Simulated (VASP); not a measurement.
Wanted: the native input for a VASP 6.6.1 run.

```yaml
Task: single point
Functional: r2SCAN
Potentials_or_basis: VASP PAW PBE potentials, release 64 (Au)
Cutoff: 520 eV
k_mesh: 8 × 8 × 4
Occupations: gaussian, width 0.1 eV
Spin: no spin polarisation
Dipole_correction: no
Further_INCAR_settings: ALGO = Normal; EDIFF = 1e-07; NBANDS = 18
```

The system is Au.

```
CELL_PARAMETERS angstrom
1.41131 -2.55593 0.00000
1.41131 2.55593 0.00000
0.00000 0.00000 4.89317
ATOMIC_POSITIONS crystal
Au 0.66533 0.33467 0.25000
Au 0.33467 0.66533 0.75000
```

These files were run (other wordings do the same):

POSCAR

```
Au
1.0
    1.4113099650     -2.5559330250      0.0000000000
    1.4113099650      2.5559330250      0.0000000000
    0.0000000000      0.0000000000      4.8931696100
Au
2
Direct
    0.6653279700      0.3346720300      0.2500000000
    0.3346720300      0.6653279700      0.7500000000
```

INCAR.step1

```
SYSTEM = Au
  PREC = Accurate
  ENCUT = 520
  ISMEAR = 0
  SIGMA = 0.1
  LREAL = .FALSE.
  LASPH = .TRUE.
  NELM = 100
  NBANDS = 18
  GGA = PE
  ALGO = Normal
  EDIFF = 1E-4
  LWAVE = .TRUE.
  LCHARG = .FALSE.
```

INCAR.step2

```
SYSTEM = Au
  PREC = Accurate
  ENCUT = 520
  EDIFF = 1E-7
  ISMEAR = 0
  SIGMA = 0.1
  LREAL = .FALSE.
  LASPH = .TRUE.
  NELM = 100
  ALGO = Normal
  ISIF = 2
  LWAVE = .FALSE.
  LCHARG = .FALSE.
  METAGGA = R2SCAN
  LMIXTAU = .TRUE.
  NBANDS = 18
  ISTART = 1
```

KPOINTS

```
Automatic mesh
0
G
  8 8 4
  0 0 0
```

Potentials or basis: VASP PAW PBE potentials, release 64 (Au).

Command:

```sh
$ cat potpaw_PBE.64/Au/POTCAR > POTCAR
$ cp INCAR.step1 INCAR
$ mpirun -np 1 vasp_std > vasp.out
$ cp INCAR.step2 INCAR
$ mpirun -np 1 vasp_std > vasp.out
```

It gave:

| Quantity | Value |
| --- | --- |
| Pressure | 0.4 GPa |
| Largest force | 0.009 eV/Å |
| Band gap on the k mesh | zero (band 11 reaches 12.36 eV, above the bottom of band 12 at 6.02 eV) |

Caveat: the PAW data sets were made with another functional, which shifts forces and pressure a little; spin-orbit coupling is left out, which moves the levels of the heavy elements.

It took 68 s on 1 thread of Intel Xeon 6975P-C, on a shared host, peak memory 0.18 GiB.
